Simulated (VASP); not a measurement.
# Si16O (a cell with a defect) in VASP: single point with PBE

Aim: the single point of Si16O (a cell with a defect) with PBE.

Program: VASP 6.6.1. These are calculated values, not measurements. Logs are shortened: lines on timing, memory, paths and dates and some standing lists are left out, and cuts for length are marked.

## (1) The cell of the first run

The cell holds a defect, 17 atoms: a = 7.679 Å, b = 7.679 Å, c = 7.679 Å, α = 60.00°, β = 60.00°, γ = 60.00°.

## (2) Single point, PBE, collinear spin, ferromagnetic start

The input, INCAR:

```
SYSTEM = Si16O
PREC = Accurate
ENCUT = 520
EDIFF = 1E-6
ISMEAR = -1
SIGMA = 0.05
LREAL = Auto
LASPH = .True.
NELM = 150
ALGO = Normal
ISIF = 2
LWAVE = .False.
LCHARG = .False.
ISPIN = 2
MAGMOM = 0 0 0 0 0 0 0 0 0 0 0 0 0 0 0 0 1
LORBIT = 11
GGA = PE
NBANDS = 53
```

The input, KPOINTS:

```
Automatic mesh
0
Gamma
  2 2 2
  0 0 0
```

The input, POSCAR:

```
Si16O
1.0
    0.0000000000      5.4300000000      5.4300000000
    5.4300000000      0.0000000000      5.4300000000
    5.4300000000      5.4300000000      0.0000000000
Si O
16 1
Direct
   -0.0157970156      0.0008284992      0.0173787496
    0.1258950675      0.1237695101      0.1269488329
    0.0017352308     -0.0063195690      0.5021425307
    0.0732998009      0.1513416486      0.6437556300
    0.0171931860      0.4979953873     -0.0109131539
    0.1269175122      0.6249078136      0.1256654479
    0.0474406379      0.5073755491      0.4913656089
    0.1820066452      0.6191788011      0.6160335226
    0.5003847761      0.0009328695     -0.0013747820
    0.6088703787      0.1300352858      0.1351649648
    0.4446257336      0.0423326632      0.5082389704
    0.6258591497      0.1207070118      0.6236759117
    0.4965624418      0.5034994693     -0.0008123174
    0.6417556573      0.6270486165      0.1065175051
    0.5535005288      0.4924342556      0.4803932159
    0.5782473621      0.6707152083      0.6333282307
    0.8128094070      0.6910358801      0.5605380319
```

Potentials or basis: VASP PAW PBE potentials, release 64 (Si, O).

Launch:

```
$ cat potpaw_PBE.64/Si/POTCAR potpaw_PBE.64/O/POTCAR > POTCAR
$ mpirun -np 1 vasp_std > vasp.out
```

OUTCAR:

```text
SYSTEM = Si16O
   PREC = Accurate
   ENCUT = 520
   EDIFF = 1E-6
   ISMEAR = -1
   LREAL = Auto
   LASPH = .True.
   NELM = 150
   ISIF = 2
   ISPIN = 2
   LORBIT = 11
   GGA = PE

 ion  position               nearest neighbor table
   1  0.984  0.001  0.017-   2 2.35  10 2.35   4 2.36   6 2.36
   2  0.126  0.124  0.127-   9 2.35   5 2.35   1 2.35   3 2.35
   3  0.002  0.994  0.502-   4 2.35   2 2.35  12 2.36   8 2.38
   4  0.073  0.151  0.644-   7 2.32  11 2.33   3 2.35   1 2.36
   5  0.017  0.498  0.989-   6 2.34   2 2.35  14 2.35   8 2.36
   6  0.127  0.625  0.126-  13 2.32   7 2.32   5 2.34   1 2.36
   7  0.047  0.507  0.491-  17 1.66   4 2.32   6 2.32   8 2.33  16 2.94
   8  0.182  0.619  0.616-   7 2.33  15 2.33   5 2.36   3 2.38
   9  0.500  0.001  0.999-  14 2.35   2 2.35  10 2.35  12 2.35
  10  0.609  0.130  0.135-  13 2.34   9 2.35   1 2.35  11 2.36
  11  0.445  0.042  0.508-   4 2.33  16 2.33  10 2.36  12 2.39
  12  0.626  0.121  0.624-   9 2.35  15 2.36   3 2.36  11 2.39
  13  0.497  0.503  0.999-  16 2.32   6 2.32  10 2.34  14 2.36
  14  0.642  0.627  0.107-   9 2.35   5 2.35  15 2.36  13 2.36
  15  0.554  0.492  0.480-  16 2.32   8 2.33  12 2.36  14 2.36
  16  0.578  0.671  0.633-  17 1.66  13 2.32  15 2.32  11 2.33   7 2.94
  17  0.813  0.691  0.561-  16 1.66   7 1.66

  LATTYP: Found a face centered cubic cell.
 ALAT       =    10.8600000000

  Lattice vectors:

 A1 = (   0.0000000000,   5.4300000000,   5.4300000000)
 A2 = (   5.4300000000,   0.0000000000,   5.4300000000)
 A3 = (   5.4300000000,   5.4300000000,   0.0000000000)

Analysis of symmetry for initial positions (statically):
=====================================================================
 Subroutine PRICEL returns:
 Original cell was already a primitive cell.

 Routine SETGRP: Setting up the symmetry group for a
 face centered cubic supercell.

 Subroutine GETGRP returns: Found  1 space group operations
 (whereof  1 operations were pure point group operations)
 out of a pool of 48 trial point group operations.

The static configuration has the point symmetry C_1 .

Analysis of symmetry for dynamics (positions and initial velocities):
=====================================================================
 Subroutine PRICEL returns:
 Original cell was already a primitive cell.

 Routine SETGRP: Setting up the symmetry group for a
 face centered cubic supercell.

 Subroutine GETGRP returns: Found  1 space group operations
 (whereof  1 operations were pure point group operations)
 out of a pool of 48 trial point group operations.

The dynamic configuration has the point symmetry C_1 .

Analysis of structural, dynamic, and magnetic symmetry:
=====================================================================
 Subroutine PRICEL returns:
 Original cell was already a primitive cell.

[... 169 lines left out ...]

 E-fermi :   6.1405     XC(G=0):  -9.5345

 val. band max:        5.8743760712   @ k =   0.0000   0.0000   0.0000
 cond. band min:       6.3810896124   @ k =   0.0000   0.0000   0.0000
 fundamental gap:      0.5067135412
 Fermi energy:         6.1404804561

 spin component 1

 k-point     1 :       0.0000    0.0000    0.0000
  band No.  band energies     occupation
      1     -14.4422      1.00000
      2      -5.8103      1.00000
      3      -4.3781      1.00000
      4      -3.6897      1.00000
      5      -3.6634      1.00000
      6      -3.3258      1.00000
[... 389 lines left out ...]
     46      10.3351      0.00000
     47      10.4236      0.00000
 Fermi energy:         6.1404804561

 spin component 2

 k-point     1 :       0.0000    0.0000    0.0000
  band No.  band energies     occupation
      1     -14.4423      1.00000
      2      -5.8103      1.00000
      3      -4.3781      1.00000
      4      -3.6897      1.00000
      5      -3.6634      1.00000
      6      -3.3258      1.00000
[... 389 lines left out ...]
     46      10.3351      0.00000
     47      10.4236      0.00000
 [bands above 47 left out]

------------------------ aborting loop because EDIFF is reached ----------------------------------------

  FORCE on cell =-STRESS in cart. coord.  units (eV):
  Direction    XX          YY          ZZ          XY          YZ          ZX
  --------------------------------------------------------------------------------------
  -------------------------------------------------------------------------------------
  Total        8.3219727      8.7613031      8.2650030     -2.2567056      2.2587535     -3.0602053
  in kB       41.6396801     43.8379064     41.3546277    -11.2916136     11.3018604    -15.3119908
  external PRESSURE =      42.2774047 kB  Pullay stress =       0.0000000 kB

 VOLUME and BASIS-vectors are now :
 -----------------------------------------------------------------------------
  energy-cutoff  :      520.00
  volume of cell :      320.21
      direct lattice vectors                 reciprocal lattice vectors
     0.000000000  5.430000000  5.430000000    -0.092081031  0.092081031  0.092081031
     5.430000000  0.000000000  5.430000000     0.092081031 -0.092081031  0.092081031
     5.430000000  5.430000000  0.000000000     0.092081031  0.092081031 -0.092081031

 POSITION                                       TOTAL-FORCE (eV/Angst)
 -----------------------------------------------------------------------------------
      0.09887      5.43859      5.34872         0.007986     -0.000651      0.013777
      1.36140      1.37294      1.35568         0.011366      0.014511     -0.014439
      8.12232      2.73606      5.40511         0.013677     -0.029532      0.006806
      4.31738      3.89361      1.21980         0.039244      0.029348      0.024190
      8.07486      5.46410      2.79747        -0.016096     -0.004418     -0.011878
      4.07561      1.37153      4.08241        -0.045936      0.031741      0.036222
[... 9 lines left out ...]
      7.08096      6.57886      6.78187         0.018726     -0.053907     -0.064581
      6.79605      7.45728      8.16588         0.050640      0.034079      0.024143
 -----------------------------------------------------------------------------------
    total drift:                                0.001292      0.003773     -0.000028

  FREE ENERGIE OF THE ION-ELECTRON SYSTEM (eV)
  ---------------------------------------------------
  free  energy   TOTEN  =       -92.6918693292 eV

  energy  without entropy=      -92.6905901907  energy(sigma->0) =      -92.69122976

 total charge

# of ion       s       p       d       tot
------------------------------------------
    1        0.740   0.949   0.000   1.689
    2        0.738   0.960   0.000   1.698
    3        0.745   0.935   0.000   1.680
    4        0.746   0.968   0.000   1.713
    5        0.739   0.953   0.000   1.692
    6        0.745   0.976   0.000   1.721
[... 9 lines left out ...]
   16        0.742   0.943   0.000   1.685
   17        1.576   3.598   0.000   5.174
--------------------------------------------------
tot         13.464  18.873   0.000  32.337

 magnetization (x)

# of ion       s       p       d       tot
------------------------------------------
    1       -0.000  -0.000   0.000  -0.000
    2        0.000   0.000   0.000   0.000
    3        0.000  -0.000   0.000  -0.000
    4       -0.000  -0.000   0.000  -0.000
    5       -0.000  -0.000   0.000  -0.000
    6       -0.000  -0.000   0.000  -0.000
[... 9 lines left out ...]
   16        0.000   0.000   0.000   0.000
   17       -0.000  -0.000   0.000  -0.000
--------------------------------------------------
tot         -0.000  -0.000   0.000  -0.000
```

OSZICAR:

```text
N       E                     dE             d eps       ncg     rms          rms(c)
DAV:   1     0.192741757833E+03    0.19274E+03   -0.27079E+04  1696   0.109E+03
DAV:   2    -0.755510665992E+02   -0.26829E+03   -0.25199E+03  2055   0.176E+02
DAV:   3    -0.951425889601E+02   -0.19592E+02   -0.19332E+02  2134   0.447E+01
DAV:   4    -0.955095236565E+02   -0.36693E+00   -0.36560E+00  2136   0.725E+00
DAV:   5    -0.955169510620E+02   -0.74274E-02   -0.74211E-02  2129   0.991E-01    0.177E+01
DAV:   6    -0.929144939743E+02    0.26025E+01   -0.78101E+00  2390   0.136E+01    0.101E+01
DAV:   7    -0.927846015934E+02    0.12989E+00   -0.32228E+00  1873   0.565E+00    0.475E+00
DAV:   8    -0.926938917259E+02    0.90710E-01   -0.68195E-01  2331   0.389E+00    0.222E+00
DAV:   9    -0.926914397155E+02    0.24520E-02   -0.15428E-01  1934   0.159E+00    0.822E-01
DAV:  10    -0.926881440589E+02    0.32957E-02   -0.92160E-02  2051   0.119E+00    0.327E-01
DAV:  11    -0.926913347754E+02   -0.31907E-02   -0.15364E-02  1955   0.431E-01    0.265E-01
DAV:  12    -0.926917202866E+02   -0.38551E-03   -0.13777E-03  2208   0.166E-01    0.130E-01
DAV:  13    -0.926918266779E+02   -0.10639E-03   -0.11244E-03  2046   0.128E-01    0.434E-02
DAV:  14    -0.926918640579E+02   -0.37380E-04   -0.80148E-05  2056   0.394E-02    0.166E-02
DAV:  15    -0.926918666852E+02   -0.26274E-05   -0.52269E-06  2120   0.120E-02    0.715E-03
DAV:  16    -0.926918686908E+02   -0.20056E-05   -0.41542E-06  1944   0.732E-03    0.313E-03
DAV:  17    -0.926918693292E+02   -0.63841E-06   -0.84769E-07  1408   0.496E-03
   1 F= -.92691869E+02 E0= -.92691230E+02  d E =-.127914E-02  mag=     0.0000
```

stdout:

```text
POSCAR found type information on POSCAR SiO
 POSCAR found :  2 types and      17 ions
 scaLAPACK will be used
 LDA part: xc-table for (Slater+PW92), standard interpolation
 POSCAR, INCAR and KPOINTS ok, starting setup
 FFT: planning ... GRIDC
 FFT: planning ... GRID_SOFT
 FFT: planning ... GRID
 WAVECAR not read
 entering main loop
```

It took 6.4 min on 1 thread of Intel Xeon Platinum 8488C (Sapphire Rapids), shared host; peak memory 0.71 GiB.

Results:

| Quantity | Value |
| --- | --- |
| Free energy | -92.6919 eV |
| Pressure | 4.2 GPa |
| Largest force | 0.099 eV/Å |
| Band gap on the k mesh | 0.51 eV |
| Net moment | 0.00 μB per cell |
| Valence electrons inside the program's atomic spheres | Si 1.69, 1.70, 1.68, 1.71, 1.72 (each value once); O 5.17 |

Forces on the atoms (eV/Å):
```
Si   0.008 -0.001  0.014
Si   0.011  0.015 -0.014
Si   0.014 -0.030  0.007
Si   0.039  0.029  0.024
Si  -0.016 -0.004 -0.012
Si  -0.046  0.032  0.036
Si  -0.097 -0.011  0.020
Si   0.015 -0.017 -0.046
Si  -0.015 -0.028  0.018
Si   0.004  0.000 -0.027
Si  -0.040  0.069  0.015
Si   0.012 -0.054  0.024
Si   0.006  0.005 -0.008
Si   0.021  0.024 -0.023
Si   0.015 -0.009  0.013
Si   0.019 -0.054 -0.065
O    0.051  0.034  0.024
```

Stress tensor (GPa, compression positive):
```
 4.16 -1.13 -1.53
-1.13  4.38  1.13
-1.53  1.13  4.14
```

Levels at points of the mesh, in eV from the valence-band top:
Spin up:
```tsv
k point	band 33	band 34	band 35	band 36	band 37	band 38
(0.00, 0.00, 0.00)	-0.32	-0.05	0.00	0.51	0.79	0.82
(0.50, 0.00, 0.00)	-0.67	-0.65	-0.06	1.16	1.48	1.54
(0.00, 0.50, 0.00)	-0.79	-0.62	-0.53	1.31	1.44	1.60
(0.00, 0.00, 0.50)	-0.75	-0.62	-0.55	1.21	1.47	1.64
(0.50, 0.50, 0.50)	-0.78	-0.62	-0.53	1.32	1.45	1.60
(0.50, 0.50, 0.00)	-1.26	-1.17	-0.49	1.28	1.48	2.33
(0.00, 0.50, 0.50)	-1.25	-1.17	-0.50	1.28	1.48	2.33
(0.50, 0.00, 0.50)	-1.32	-1.03	-0.94	1.43	1.48	2.30
```
Spin down:
```csv
k point,band 31,band 32,band 33,band 34,band 35,band 36,band 37,band 38,band 39,band 40
"(0.00, 0.00, 0.00)",-0.94,-0.91,-0.32,-0.05,0.00,0.51,0.79,0.82,1.00,1.19
"(0.50, 0.00, 0.00)",-1.40,-0.74,-0.67,-0.65,-0.06,1.16,1.48,1.54,1.57,1.73
"(0.00, 0.50, 0.00)",-1.44,-1.21,-0.79,-0.62,-0.53,1.31,1.44,1.60,1.72,1.82
"(0.00, 0.00, 0.50)",-1.45,-1.22,-0.75,-0.62,-0.55,1.21,1.47,1.64,1.67,1.73
"(0.50, 0.50, 0.50)",-1.45,-1.21,-0.78,-0.62,-0.53,1.32,1.45,1.60,1.72,1.80
"(0.50, 0.50, 0.00)",-1.49,-1.41,-1.26,-1.17,-0.49,1.28,1.48,2.33,2.41,2.52
"(0.00, 0.50, 0.50)",-1.48,-1.43,-1.25,-1.17,-0.50,1.28,1.48,2.33,2.41,2.52
"(0.50, 0.00, 0.50)",-1.43,-1.36,-1.32,-1.03,-0.94,1.43,1.48,2.30,2.40,2.56
```

Caveat: the k points lie up to 0.50 Å⁻¹ apart.
